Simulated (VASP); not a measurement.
Input of a VASP 6.6.1 run:

INCAR

```
PREC = Accurate ; ENCUT = 600
EDIFF = 1E-6 ; ISMEAR = 0
SIGMA = 0.1 ; LREAL = False
LASPH = True ; NELM = 80
ALGO = Fast ; ISIF = 3
LWAVE = False ; LCHARG = False
GGA = PE ; IBRION = 2
NSW = 100 ; EDIFFG = -0.01
```

File KPOINTS:

```
regular mesh
0
Gamma
  12 12 4
```

File POSCAR:

```
Sn2GeN2
1.0
    2.7163502213     -1.5753327175      0.0000000000
    2.7163502213      1.5753327175      0.0000000000
   -1.8892038321      0.0000000000      9.6864259333
Sn Ge N
2 1 2
Direct
    0.4453318247      0.4453318247      0.3220606627
    0.5546681753      0.5546681753      0.6779393373
    0.0000000000      0.0000000000      0.0000000000
    0.3694590255      0.3694590255      0.1039923904
    0.6305409745      0.6305409745      0.8960076096
```

Potentials or basis: VASP PAW PBE potentials, release 64 (Sn_d, Ge_d, N).

Run with:

```bash
$ cat potpaw_PBE.64/Sn_d/POTCAR potpaw_PBE.64/Ge_d/POTCAR potpaw_PBE.64/N/POTCAR > POTCAR
$ mpirun -np 1 vasp_std > vasp.out
```

What does it give for the relaxed cell?

a = 3.141 Å, b = 3.141 Å, c = 9.873 Å, α = 99.53°, β = 99.53°, γ = 60.20°.

Predict the relaxed volume.

16.59 Å³/atom.

Final structure:
```
Sn Ge N
1.0
     2.71706   -1.57513    0.00004
     2.71706    1.57513    0.00004
    -1.88957    0.00000    9.69019
Sn Ge N
2 1 2
Direct
  0.44536 0.44536 0.32214
  0.55464 0.55464 0.67786
  0.00000 0.00000 0.00000
  0.36939 0.36939 0.10392
  0.63061 0.63061 0.89608
```
